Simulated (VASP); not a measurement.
A run of VASP 6.6.1 is set up as follows.

The input INCAR:

```
SYSTEM = Ge
ALGO = Normal ; EDIFF = 1E-7
ENCUT = 520 ; GGA = PE
ISIF = 2 ; ISMEAR = -1
LASPH = .TRUE. ; LCHARG = .TRUE.
LELF = .TRUE. ; LREAL = .FALSE.
LVHAR = .TRUE. ; LWAVE = .FALSE.
NBANDS = 28 ; NELM = 100
PREC = Accurate ; SIGMA = 0.05
```

KPOINTS

```
k-points
0
G
  9 9 13
  0 0 0
```

The input POSCAR:

```
Ge
1.0
    4.0725246215      0.0000000000      0.0000000000
   -2.0362623108      3.5269097797      0.0000000000
    0.0000000000      0.0000000000      2.3979325201
Ge
3
Direct
    0.0000000000      0.0000000000      0.0000000000
    0.3333333333      0.6666666667      0.5000000000
    0.6666666667      0.3333333333      0.5000000000
```

Potentials or basis: VASP PAW PBE potentials, release 64 (Ge_d).

Launch:

```console
$ cat potpaw_PBE.64/Ge_d/POTCAR > POTCAR
$ mpirun -np 1 vasp_std > vasp.out
```

Task: Estimate the pressure.

Result: 110.4 GPa.

Task: Estimate the band gap on the k mesh.

Result: Zero (bands 21 and 22 overlap by 9.65 eV).

Caveat: the cell stands under pressure.
